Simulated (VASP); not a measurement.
# Be (P6/mmm) in VASP: notebook, part 2 of 2

VASP 6.6.1. The steps go on from the part before.

## 4. Single point, RPBE (volume scaled by 0.92)

INCAR

```
  ALGO = Normal
  EDIFF = 1E-6
  ENCUT = 520
  GGA = RP
  ISIF = 2
  ISMEAR = -1
  LASPH = T
  LCHARG = T
  LELF = T
  LREAL = F
  LVHAR = T
  LWAVE = F
  NBANDS = 10
  NELM = 60
  PREC = Accurate
  SIGMA = 0.1
```

KPOINTS

```
k-points
0
Gamma
  11 11 16
```

POSCAR

```
Be
1.0
    3.5006364036      0.0000000000      0.0000000000
   -1.7503182018      3.0316400549      0.0000000000
    0.0000000000      0.0000000000      2.1557427049
Be
3
Direct
    0.0000000000      0.0000000000      0.0000000000
    0.3333333333      0.6666666667      0.5000000000
    0.6666666667      0.3333333333      0.5000000000
```

Potentials or basis: VASP PAW PBE potentials, release 64 (Be).

Command:

```sh
$ cat potpaw_PBE.64/Be/POTCAR > POTCAR
$ mpirun -np 1 vasp_std > vasp.out
```

OUTCAR:

```text
EDIFF = 1E-6
   ENCUT = 520
   GGA = RP
   ISIF = 2
   ISMEAR = -1
   LASPH = T
   LREAL = F
   NELM = 60
   PREC = Accurate

 ion  position               nearest neighbor table
   1  0.000  0.000  0.000-   2 2.29   3 2.29   2 2.29   3 2.29   2 2.29   2 2.29   3 2.29   3 2.29
                             3 2.29   3 2.29   2 2.29   2 2.29
   2  0.333  0.667  0.500-   3 2.02   3 2.02   3 2.02   1 2.29   1 2.29   1 2.29   1 2.29   1 2.29
                             1 2.29
   3  0.667  0.333  0.500-   2 2.02   2 2.02   2 2.02   1 2.29   1 2.29   1 2.29   1 2.29   1 2.29
                             1 2.29

  LATTYP: Found a hexagonal cell.
 ALAT       =     3.5006364036
 C/A-ratio  =     0.6158145138

  Lattice vectors:

 A1 = (   3.5006364036,   0.0000000000,   0.0000000000)
 A2 = (  -1.7503182018,   3.0316400549,   0.0000000000)
 A3 = (   0.0000000000,   0.0000000000,   2.1557427049)

Analysis of symmetry for initial positions (statically):
=====================================================================
 Subroutine PRICEL returns:
 Original cell was already a primitive cell.

 Routine SETGRP: Setting up the symmetry group for a
 hexagonal supercell.

 Subroutine GETGRP returns: Found 24 space group operations
 (whereof 24 operations were pure point group operations)
 out of a pool of 24 trial point group operations.

The static configuration has the point symmetry D_6h.

Analysis of symmetry for dynamics (positions and initial velocities):
=====================================================================
 Subroutine PRICEL returns:
 Original cell was already a primitive cell.

 Routine SETGRP: Setting up the symmetry group for a
 hexagonal supercell.

 Subroutine GETGRP returns: Found 24 space group operations
 (whereof 24 operations were pure point group operations)
 out of a pool of 24 trial point group operations.

The dynamic configuration has the point symmetry D_6h.

 Subroutine INISYM returns: Found 24 space group operations
 (whereof 24 operations are pure point group operations),
 and found     1 'primitive' translations

----------------------------------------------------------------------------------------

                                     Primitive cell

  volume of cell :      22.8782

  direct lattice vectors                    reciprocal lattice vectors
     3.500636404  0.000000000  0.000000000     0.285662344  0.164927231  0.000000000
    -1.750318202  3.031640055  0.000000000     0.000000000  0.329854462  0.000000000
     0.000000000  0.000000000  2.155742705     0.000000000  0.000000000  0.463877251

  length of vectors
     3.500636404  3.500636404  2.155742705     0.329854462  0.329854462  0.463877251

  position of ions in fractional coordinates (direct lattice)
     0.000000000  0.000000000  0.000000000
     0.333333333  0.666666667  0.500000000
     0.666666667  0.333333333  0.500000000

  ion indices of the primitive-cell ions
   primitive index   ion index
                 1           1
                 2           2
                 3           3

----------------------------------------------------------------------------------------

[... 31 lines left out ...]
  0.454545  0.000000  0.000000      6.000000
[... 16 lines left out ...]
  0.090909  0.090909  0.062500     12.000000
  0.181818  0.090909  0.062500     24.000000
 [... further k-points ...]
   k-points           NKPTS =    144   k-points in BZ     NKDIM =    144   number of bands    NBANDS=     10
   number of dos      NEDOS =    301   number of ions     NIONS =      3
   total plane-waves  NPLWV =  12544
   dimension x,y,z NGX =    28 NGY =   28 NGZ =   16
   dimension x,y,z NGXF=    56 NGYF=   56 NGZF=   32
   ions per type =               3
   NGX,Y,Z   is equivalent  to a cutoff of  13.30, 13.30, 12.34 a.u.
   NGXF,Y,Z  is equivalent  to a cutoff of  26.59, 26.59, 24.68 a.u.
 SYSTEM =  unknown system
   PREC   = accura    normal or accurate (medium, high low for compatibility)
   ISTART =      0    job   : 0-new  1-cont  2-samecut
   ICHARG =      2    charge: 1-file 2-atom 10-const
   ISPIN  =      1    spin polarized calculation?
   LNONCOLLINEAR =      F non collinear calculations
   LSORBIT =      F    spin-orbit coupling
   LASPH  =      T    aspherical Exc in radial PAW
   ENCUT  =  520.0 eV  38.22 Ry    6.18 a.u.   6.51  6.51  4.01*2*pi/ulx,y,z
   NELM   =     60;   NELMIN=  2; NELMDL= -5     # of ELM steps
   EDIFF  = 0.1E-05   stopping-criterion for ELM
   LREAL  =      F    real-space projection
   EDIFFG = 0.1E-04   stopping-criterion for IOM
   NSW    =      0    number of steps for IOM
   IBRION =     -1    ionic relax: 0-MD 1-quasi-New 2-CG
   NFREE  =      0    steps in history (QN), initial steepest desc. (CG)
   ISIF   =      2    stress and relaxation
   ISYM   =      2    0-nonsym 1-usesym 2-fastsym
   POTIM  = 0.5000    time-step for ionic-motion
   TEBEG  =    0.0;   TEEND  =   0.0 temperature during run
   PSTRESS=    0.0 pullay stress
   NELECT =       6.0000    total number of electrons
   NUPDOWN=      -1.0000    fix difference up-down
   EMIN   =  10.00;   EMAX   =-10.00  energy-range for DOS
   EFERMI =   0.00;   METHOD = LEGACY
   ISMEAR =    -1;   SIGMA  =   0.10  broadening in eV -4-tet -1-fermi 0-gaus
   EFERMI_NEDOS =   21; number of points for ismear=-14 and -15
   IALGO  =     38    algorithm
   IMIX   =      4    mixing-type and parameters
     AMIX     =   0.40;   BMIX     =  1.00
     AMIX_MAG =   1.60;   BMIX_MAG =  1.00
  volume/ion in A,a.u.               =       7.63        51.46
  Fermi-wavevector in a.u.,A,eV,Ry     =   1.047896  1.980236 14.940359  1.098085
  Thomas-Fermi vector in A             =   2.182795
   LORBIT       =      0    0 simple, 1 ext, 2 COOP (PROOUT), +10 PAW based schemes
   GGA     = RP    functional components
   LHFCALC =     F    Hartree Fock is set to
   AEXX    =    0.0000 exact exchange contribution
   IVDW    =     0    specifies the selected vdW correction
   LEPSILON=     F    determine dielectric tensor
   LRPA    =     F    only Hartree local field effects (RPA)
 non-spin polarized calculation
  energy-cutoff  :      520.00
  volume of cell :       22.88
 maximum number of plane-waves:       644
 NGX is ok and might be reduce to    28
   NGX = 13   NGY = 13   NGZ =  9

 number of electron       6.0000000 magnetization

 Free energy of the ion-electron system (eV)
  ---------------------------------------------------
  ext. energy  EPLUGINS =         0.00000000
  ---------------------------------------------------
  free energy    TOTEN  =        -9.93627106 eV

  energy without entropy =       -9.91735530  energy(sigma->0) =       -9.92681318

 E-fermi :   8.1064     XC(G=0): -10.7289

 val. band max:        8.0919631893   @ k =   0.0909   0.0000   0.0000
 cond. band min:       8.1224226961   @ k =   0.0000   0.0000   0.1875
 fundamental gap:      0.0304595068
 Fermi energy:         8.1064322072

 k-point     1 :       0.0000    0.0000    0.0000
  band No.  band energies     occupation
      1      -4.1808      2.00000
      2       6.7919      2.00000
      3       6.7919      2.00000
      4       7.0230      1.99996
      5       7.0230      1.99996
      6      13.9204      0.00000
      7      14.1992      0.00000
      8      19.1228      0.00000
      9      28.2400      0.00000
     10      28.2821      0.00000
[... 287 lines left out ...]
 k-point    24 :       0.1818    0.0909    0.0625
  band No.  band energies     occupation
      1      -3.3968      2.00000
      2       2.9931      2.00000
      3       3.7230      2.00000
      4       9.5165      0.00000
      5      11.0152      0.00000
      6      16.0661      0.00000
      7      16.7081      0.00000
      8      19.3971      0.00000
      9      24.8985      0.00000
     10      26.1356      0.00000

 [... further k-points ...]

------------------------ aborting loop because EDIFF is reached ----------------------------------------

  FORCE on cell =-STRESS in cart. coord.  units (eV):
  Direction    XX          YY          ZZ          XY          YZ          ZX
  --------------------------------------------------------------------------------------
  -------------------------------------------------------------------------------------
  Total        1.6326020      1.6326020      1.2964972      0.0000000     -0.0000000      0.0000000
  in kB      114.3324070    114.3324070     90.7947226      0.0000000     -0.0000000      0.0000000
  external PRESSURE =     106.4865122 kB  Pullay stress =       0.0000000 kB

 VOLUME and BASIS-vectors are now :
 -----------------------------------------------------------------------------
  energy-cutoff  :      520.00
  volume of cell :       22.88
      direct lattice vectors                 reciprocal lattice vectors
     3.500636404  0.000000000  0.000000000     0.285662344  0.164927231  0.000000000
    -1.750318202  3.031640055  0.000000000     0.000000000  0.329854462  0.000000000
     0.000000000  0.000000000  2.155742705     0.000000000  0.000000000  0.463877251

 POSITION                                       TOTAL-FORCE (eV/Angst)
 -----------------------------------------------------------------------------------
      0.00000      0.00000      0.00000         0.000000      0.000000     -0.000000
     -0.00000      2.02109      1.07787        -0.000000      0.000000      0.000000
      1.75032      1.01055      1.07787         0.000000      0.000000     -0.000000
 -----------------------------------------------------------------------------------
    total drift:                                0.000000     -0.000000     -0.000000

  FREE ENERGIE OF THE ION-ELECTRON SYSTEM (eV)
  ---------------------------------------------------
  free  energy   TOTEN  =        -9.9362710627 eV

  energy  without entropy=       -9.9173553046  energy(sigma->0) =       -9.92681318
```

OSZICAR:

```text
N       E                     dE             d eps       ncg     rms          rms(c)
DAV:   1     0.109353323093E+01    0.10935E+01   -0.29409E+03  2880   0.515E+02
DAV:   2    -0.981685036229E+01   -0.10910E+02   -0.10398E+02  4006   0.880E+01
DAV:   3    -0.100308513611E+02   -0.21400E+00   -0.21130E+00  3882   0.829E+00
DAV:   4    -0.100313712479E+02   -0.51989E-03   -0.51966E-03  3750   0.414E-01
DAV:   5    -0.100313721128E+02   -0.86491E-06   -0.86416E-06  3604   0.149E-02    0.145E+00
DAV:   6    -0.995894990144E+01    0.72422E-01   -0.15095E-02  3398   0.146E+00    0.898E-01
DAV:   7    -0.993626598468E+01    0.22684E-01   -0.10752E-02  3190   0.127E+00    0.767E-02
DAV:   8    -0.993626717976E+01   -0.11951E-05   -0.68312E-05  3860   0.596E-02    0.184E-02
DAV:   9    -0.993627051716E+01   -0.33374E-05   -0.10818E-05  3786   0.182E-02    0.386E-03
DAV:  10    -0.993627106273E+01   -0.54557E-06   -0.17948E-06  3244   0.651E-03
   1 F= -.99362711E+01 E0= -.99268132E+01  d E =-.189158E-01
```

Wall time 12 s (1 thread of Intel Xeon 6975P-C (Granite Rapids), shared host); peak memory 0.14 GiB.

What came out:

- Free energy: -9.9363 eV
- Pressure: 10.6 GPa
- Band gap on the k mesh: zero (band 3 reaches 12.01 eV, above the bottom of band 4 at 7.02 eV)

Stress tensor (GPa, compression positive):
```
11.43  0.00  0.00
 0.00 11.43  0.00
 0.00  0.00  9.08
```

Levels at points of the mesh, in eV from the Fermi level:
| k point | band 1 | band 2 | band 3 | band 4 | band 5 | band 6 | band 7 | band 8 |
| --- | --- | --- | --- | --- | --- | --- | --- | --- |
| (0.00, 0.00, 0.00) | -12.29 | -1.31 | -1.31 | -1.08 | -1.08 | 5.81 | 6.09 | 11.02 |
| (0.00, 0.00, 0.50) | -6.79 | -5.87 | 3.90 | 3.90 | 4.55 | 6.15 | 6.15 | 7.22 |

Caveat: the PAW data sets were made with another functional, which shifts forces and pressure a little.

## 5. Single point, RPBE (volume scaled by 0.96)

INCAR

```
PREC = Accurate ; ENCUT = 520
EDIFF = 1E-6 ; ISMEAR = -1
SIGMA = 0.1 ; LREAL = F
LASPH = T ; NELM = 80
ALGO = Normal ; ISIF = 2
LWAVE = F ; LCHARG = T
GGA = RP ; LELF = T
LVHAR = T ; NBANDS = 10
```

KPOINTS

```
Automatic mesh
0
Gamma
  11 11 16
```

POSCAR

```
Be
1.0
    3.5506522525      0.0000000000      0.0000000000
   -1.7753261262      3.0749550506      0.0000000000
    0.0000000000      0.0000000000      2.1865431906
Be
3
Direct
    0.0000000000      0.0000000000      0.0000000000
    0.3333333333      0.6666666667      0.5000000000
    0.6666666667      0.3333333333      0.5000000000
```

Command:

```sh
$ cat potpaw_PBE.64/Be/POTCAR > POTCAR
$ mpirun -np 1 vasp_std > vasp.out
```

It took 10 s on 1 thread of Intel Xeon 6975P-C (Granite Rapids), shared host; peak memory 0.15 GiB.

The run converged. Its results:

```
Free energy            : -9.9840 eV
Pressure               : 4.9 GPa
Band gap on the k mesh : zero (band 3 reaches 11.52 eV, above the bottom of band 4 at 6.70 eV)
```

Stress tensor (GPa, compression positive):
```
5.12 0.00 0.00
0.00 5.12 0.00
0.00 0.00 4.43
```

Levels at points of the mesh, in eV from the Fermi level:
```tsv
k point	band 1	band 2	band 3	band 4	band 5	band 6	band 7	band 8
(0.00, 0.00, 0.00)	-12.00	-1.23	-1.23	-1.00	-1.00	5.53	5.78	10.70
(0.00, 0.00, 0.50)	-6.57	-5.73	3.81	3.81	4.45	6.00	6.00	7.07
```

Caveat: the PAW data sets were made with another functional, which shifts forces and pressure a little.

## 6. Summary

```tsv
cell	k mesh	gap on the mesh (eV)	pressure (GPa)
a = 3.599, b = 3.599, c = 2.216 Å, angles 90.0, 90.0, 120.0°, 3 atoms	10 × 10 × 14	none	0.0
a = 3.449, b = 3.449, c = 2.124 Å, angles 90.0, 90.0, 120.0°, 3 atoms	11 × 11 × 16	none	17.5
a = 3.501, b = 3.501, c = 2.156 Å, angles 90.0, 90.0, 120.0°, 3 atoms	11 × 11 × 16	none	10.6
a = 3.551, b = 3.551, c = 2.187 Å, angles 90.0, 90.0, 120.0°, 3 atoms	11 × 11 × 16	none	4.9
```

Alike in all rows: task single point; level RPBE; potentials or basis VASP PAW PBE potentials, release 64 (Be); no spin polarisation; cutoff (eV) 520; smearing fermi-dirac 0.1 eV.

Caveats: the PAW data sets were made with another functional, which shifts forces and pressure a little.

Total energies depend on the potentials used, so only differences within one code and one set of settings carry meaning.
